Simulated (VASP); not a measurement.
# GaAs (F-43m) in VASP: notebook

GaAs is run at these levels: LDA; tasks: single point.

Everything below comes from runs of VASP 6.6.1. Logs are shortened: lines on timing, memory, paths and dates and some standing lists are left out, and cuts for length are marked.

## (1) The cell of the first run

Symmetry: F-43m, No. 216, cubic system. Conventional cell: a = 5.458 Å, b = 5.458 Å, c = 5.458 Å, α = 90.00°, β = 90.00°, γ = 90.00°. Ga (site symmetry -43m) has 4 As at 2.36 Å within 3.1 Å. Within 3.1 Å of As (site symmetry -43m) lie 4 Ga at 2.36 Å.

## (2) Single point, LDA

File INCAR:

```
SYSTEM = GaAs
PREC     = Accurate       ! precision mode
ENCUT    = 520            ! plane-wave cutoff, eV
EDIFF    = 1E-7           ! SCF threshold, eV
ISMEAR   = 0              ! smearing method
SIGMA    = 0.01           ! smearing width, eV
LREAL    = .False.        ! projectors in reciprocal space
LASPH    = .True.         ! aspherical terms in the spheres
NELM     = 80             ! most SCF steps
ALGO     = Normal         ! electronic algorithm
ISIF     = 2              ! what is computed and relaxed
LWAVE    = .False.        ! write WAVECAR
LCHARG   = .True.         ! write CHGCAR
GGA      = CA             ! functional
LELF     = .True.         ! ELF
LVHAR    = .True.       
NBANDS   = 16             ! bands
```

File KPOINTS:

```
Automatic mesh
0
Gamma
  12 12 12
  0 0 0
```

File POSCAR:

```
GaAs
1.0
    0.0000000000      2.7291895173      2.7291895173
    2.7291895173      0.0000000000      2.7291895173
    2.7291895173      2.7291895173      0.0000000000
Ga As
1 1
Direct
    0.0000000000      0.0000000000      0.0000000000
    0.7500000000      0.7500000000      0.7500000000
```

Potentials or basis: VASP PAW LDA potentials, release 64 (Ga_d, As).

Command:

```
cat potpaw_LDA.64/Ga_d/POTCAR potpaw_LDA.64/As/POTCAR > POTCAR
mpirun -np 1 vasp_std > vasp.out
```

OUTCAR:

```text
SYSTEM = GaAs
   PREC = Accurate
   ENCUT = 520
   EDIFF = 1E-7
   ISMEAR = 0
   LREAL = .False.
   LASPH = .True.
   NELM = 80
   ISIF = 2
   GGA = CA

 ion  position               nearest neighbor table
   1  0.000  0.000  0.000-   2 2.36   2 2.36   2 2.36   2 2.36
   2  0.750  0.750  0.750-   1 2.36   1 2.36   1 2.36   1 2.36

  LATTYP: Found a face centered cubic cell.
 ALAT       =     5.4583790346

  Lattice vectors:

 A1 = (   0.0000000000,   2.7291895173,   2.7291895173)
 A2 = (   2.7291895173,   0.0000000000,   2.7291895173)
 A3 = (   2.7291895173,   2.7291895173,   0.0000000000)

Analysis of symmetry for initial positions (statically):
=====================================================================
 Subroutine PRICEL returns:
 Original cell was already a primitive cell.

 Routine SETGRP: Setting up the symmetry group for a
 face centered cubic supercell.

 Subroutine GETGRP returns: Found 24 space group operations
 (whereof 24 operations were pure point group operations)
 out of a pool of 48 trial point group operations.

The static configuration has the point symmetry T_d .

Analysis of symmetry for dynamics (positions and initial velocities):
=====================================================================
 Subroutine PRICEL returns:
 Original cell was already a primitive cell.

 Routine SETGRP: Setting up the symmetry group for a
 face centered cubic supercell.

 Subroutine GETGRP returns: Found 24 space group operations
 (whereof 24 operations were pure point group operations)
 out of a pool of 48 trial point group operations.

The dynamic configuration has the point symmetry T_d .

 Subroutine INISYM returns: Found 24 space group operations
 (whereof 24 operations are pure point group operations),
 and found     1 'primitive' translations

----------------------------------------------------------------------------------------

                                     Primitive cell

  volume of cell :      40.6566

  direct lattice vectors                    reciprocal lattice vectors
     0.000000000  2.729189517  2.729189517    -0.183204573  0.183204573  0.183204573
     2.729189517  0.000000000  2.729189517     0.183204573 -0.183204573  0.183204573
     2.729189517  2.729189517  0.000000000     0.183204573  0.183204573 -0.183204573

  length of vectors
     3.859656830  3.859656830  3.859656830     0.317319629  0.317319629  0.317319629

  position of ions in fractional coordinates (direct lattice)
     0.000000000  0.000000000  0.000000000
     0.750000000  0.750000000  0.750000000

  ion indices of the primitive-cell ions
   primitive index   ion index
                 1           1
                 2           2

----------------------------------------------------------------------------------------

 KPOINTS: Automatic mesh

Automatic generation of k-mesh.
 Grid dimensions read from file:
 generate k-points for:   12   12   12

 Generating k-lattice:

  Cartesian coordinates                     Fractional coordinates (reciprocal lattice)
    -0.015267048  0.015267048  0.015267048     0.083333333  0.000000000  0.000000000
     0.015267048 -0.015267048  0.015267048     0.000000000  0.083333333  0.000000000
     0.015267048  0.015267048 -0.015267048     0.000000000  0.000000000  0.083333333

  Length of vectors
     0.026443302  0.026443302  0.026443302

  Shift w.r.t. Gamma in fractional coordinates (k-lattice)
     0.000000000  0.000000000  0.000000000

 Subroutine IBZKPT returns following result:
 ===========================================

 Found     72 irreducible k-points:

 Following reciprocal coordinates:
            Coordinates               Weight
  0.000000  0.000000  0.000000      1.000000
  0.083333  0.000000  0.000000      8.000000
  0.166667  0.000000  0.000000      8.000000
  0.250000  0.000000  0.000000      8.000000
  0.333333  0.000000  0.000000      8.000000
  0.416667  0.000000  0.000000      8.000000
[... 16 lines left out ...]
  0.500000  0.166667  0.000000     24.000000
 -0.416667  0.166667  0.000000     24.000000
 [... further k-points ...]
   k-points           NKPTS =     72   k-points in BZ     NKDIM =     72   number of bands    NBANDS=     16
   number of dos      NEDOS =    301   number of ions     NIONS =      2
   total plane-waves  NPLWV =  27000
   dimension x,y,z NGX =    30 NGY =   30 NGZ =   30
   dimension x,y,z NGXF=    60 NGYF=   60 NGZF=   60
   ions per type =               1   1
   NGX,Y,Z   is equivalent  to a cutoff of  12.92, 12.92, 12.92 a.u.
   NGXF,Y,Z  is equivalent  to a cutoff of  25.84, 25.84, 25.84 a.u.
 SYSTEM =  GaAs
   PREC   = accura    normal or accurate (medium, high low for compatibility)
   ISTART =      0    job   : 0-new  1-cont  2-samecut
   ICHARG =      2    charge: 1-file 2-atom 10-const
   ISPIN  =      1    spin polarized calculation?
   LNONCOLLINEAR =      F non collinear calculations
   LSORBIT =      F    spin-orbit coupling
   LASPH  =      T    aspherical Exc in radial PAW
   ENCUT  =  520.0 eV  38.22 Ry    6.18 a.u.   7.18  7.18  7.18*2*pi/ulx,y,z
   NELM   =     80;   NELMIN=  2; NELMDL= -5     # of ELM steps
   EDIFF  = 0.1E-06   stopping-criterion for ELM
   LREAL  =      F    real-space projection
   EDIFFG = 0.1E-05   stopping-criterion for IOM
   NSW    =      0    number of steps for IOM
   IBRION =     -1    ionic relax: 0-MD 1-quasi-New 2-CG
   NFREE  =      0    steps in history (QN), initial steepest desc. (CG)
   ISIF   =      2    stress and relaxation
   ISYM   =      2    0-nonsym 1-usesym 2-fastsym
   POTIM  = 0.5000    time-step for ionic-motion
   TEBEG  =    0.0;   TEEND  =   0.0 temperature during run
   PSTRESS=    0.0 pullay stress
   NELECT =      18.0000    total number of electrons
   NUPDOWN=      -1.0000    fix difference up-down
   EMIN   =  10.00;   EMAX   =-10.00  energy-range for DOS
   EFERMI =   0.00;   METHOD = LEGACY
   ISMEAR =     0;   SIGMA  =   0.01  broadening in eV -4-tet -1-fermi 0-gaus
   EFERMI_NEDOS =   21; number of points for ismear=-14 and -15
   IALGO  =     38    algorithm
   IMIX   =      4    mixing-type and parameters
     AMIX     =   0.40;   BMIX     =  1.00
     AMIX_MAG =   1.60;   BMIX_MAG =  1.00
  volume/ion in A,a.u.               =      20.33       137.18
  Fermi-wavevector in a.u.,A,eV,Ry     =   1.247734  2.357875 21.182092  1.556840
  Thomas-Fermi vector in A             =   2.381853
   LORBIT       =      0    0 simple, 1 ext, 2 COOP (PROOUT), +10 PAW based schemes
   GGA     = CA    functional components
   LHFCALC =     F    Hartree Fock is set to
   AEXX    =    0.0000 exact exchange contribution
   IVDW    =     0    specifies the selected vdW correction
   LEPSILON=     F    determine dielectric tensor
   LRPA    =     F    only Hartree local field effects (RPA)
 non-spin polarized calculation
 Gauss-broadening in eV      SIGMA  =   0.01
  energy-cutoff  :      520.00
  volume of cell :       40.66
 maximum number of plane-waves:      1113
 NGX is ok and might be reduce to    30
   NGX = 15   NGY = 15   NGZ = 15

 number of electron      17.9999990 magnetization

 Free energy of the ion-electron system (eV)
  ---------------------------------------------------
  ext. energy  EPLUGINS =         0.00000000
  ---------------------------------------------------
  free energy    TOTEN  =        -9.56640940 eV

  energy without entropy =       -9.56640940  energy(sigma->0) =       -9.56640940

 E-fermi :   4.9997     XC(G=0): -10.3860

 val. band max:        4.8686957242   @ k =   0.0000   0.0000   0.0000
 cond. band min:       5.9953365712   @ k =   0.4167   0.4167   0.0000
 fundamental gap:      1.1266408470
 Fermi energy:         4.9997474041

 k-point     1 :       0.0000    0.0000    0.0000
  band No.  band energies     occupation
      1     -10.2903      2.00000
      2     -10.2903      2.00000
      3     -10.2903      2.00000
      4     -10.1829      2.00000
      5     -10.1829      2.00000
      6      -8.7065      2.00000
[... 8 lines left out ...]
     15      15.3093      0.00000
     16      15.3093      0.00000

 k-point     2 :       0.0833    0.0000    0.0000
  band No.  band energies     occupation
      1     -10.3008      2.00000
      2     -10.2880      2.00000
      3     -10.2880      2.00000
      4     -10.1831      2.00000
      5     -10.1831      2.00000
      6      -8.6105      2.00000
[... 8 lines left out ...]
     15      14.6513      0.00000
     16      14.6513      0.00000

 k-point     3 :       0.1667    0.0000    0.0000
  band No.  band energies     occupation
      1     -10.3267      2.00000
      2     -10.2820      2.00000
      3     -10.2820      2.00000
      4     -10.1832      2.00000
      5     -10.1832      2.00000
      6      -8.3320      2.00000
[... 8 lines left out ...]
     15      14.0356      0.00000
     16      14.0356      0.00000

 k-point     4 :       0.2500    0.0000    0.0000
  band No.  band energies     occupation
      1     -10.3573      2.00000
      2     -10.2746      2.00000
      3     -10.2746      2.00000
      4     -10.1826      2.00000
      5     -10.1826      2.00000
      6      -7.8972      2.00000
[... 8 lines left out ...]
     15      14.0351      0.00000
     16      14.0351      0.00000
[... 324 lines left out ...]
 k-point    22 :       0.4167    0.1667    0.0000
  band No.  band energies     occupation
      1     -10.4032      2.00000
      2     -10.2591      2.00000
      3     -10.2536      2.00000
      4     -10.1933      2.00000
      5     -10.1744      2.00000
      6      -6.8924      2.00000
[... 8 lines left out ...]
     15      16.3079      0.00000
     16      17.1078      0.00000

 k-point    23 :       0.5000    0.1667    0.0000
  band No.  band energies     occupation
      1     -10.4123      2.00000
      2     -10.2582      2.00000
      3     -10.2519      2.00000
      4     -10.1889      2.00000
      5     -10.1757      2.00000
      6      -6.4486      2.00000
[... 8 lines left out ...]
     15      16.9473      0.00000
     16      17.2349      0.00000

 k-point    24 :      -0.4167    0.1667    0.0000
  band No.  band energies     occupation
      1     -10.4125      2.00000
      2     -10.2585      2.00000
      3     -10.2531      2.00000
      4     -10.1846      2.00000
      5     -10.1793      2.00000
      6      -6.3732      2.00000
[... 8 lines left out ...]
     15      15.5649      0.00000
     16      16.3249      0.00000

 [... further k-points ...]

------------------------ aborting loop because EDIFF is reached ----------------------------------------

  FORCE on cell =-STRESS in cart. coord.  units (eV):
  Direction    XX          YY          ZZ          XY          YZ          ZX
  --------------------------------------------------------------------------------------
  -------------------------------------------------------------------------------------
  Total        1.8913852      1.8913852      1.8913852      0.0000000      0.0000000      0.0000000
  in kB       74.5348690     74.5348690     74.5348690      0.0000000      0.0000000      0.0000000
  external PRESSURE =      74.5348690 kB  Pullay stress =       0.0000000 kB

 VOLUME and BASIS-vectors are now :
 -----------------------------------------------------------------------------
  energy-cutoff  :      520.00
  volume of cell :       40.66
      direct lattice vectors                 reciprocal lattice vectors
     0.000000000  2.729189517  2.729189517    -0.183204573  0.183204573  0.183204573
     2.729189517  0.000000000  2.729189517     0.183204573 -0.183204573  0.183204573
     2.729189517  2.729189517  0.000000000     0.183204573  0.183204573 -0.183204573

 POSITION                                       TOTAL-FORCE (eV/Angst)
 -----------------------------------------------------------------------------------
      0.00000      0.00000      0.00000        -0.000000     -0.000000     -0.000000
      4.09378      4.09378      4.09378         0.000000      0.000000      0.000000
 -----------------------------------------------------------------------------------
    total drift:                                0.000000      0.000000      0.000000

  FREE ENERGIE OF THE ION-ELECTRON SYSTEM (eV)
  ---------------------------------------------------
  free  energy   TOTEN  =        -9.5664093997 eV

  energy  without entropy=       -9.5664093997  energy(sigma->0) =       -9.56640940
```

It took 46 s on 1 thread of Intel Xeon Platinum 8259CL at 2.50GHz (Skylake/Cascade Lake), shared host; peak memory 0.17 GiB.

What came out:

```
Free energy            : -9.5664 eV
Pressure               : 7.5 GPa
Band gap on the k mesh : 1.13 eV (least direct gap 1.15 eV)
```

Caveat: the cell stands under pressure.

(Continued in part 2 of 2.)
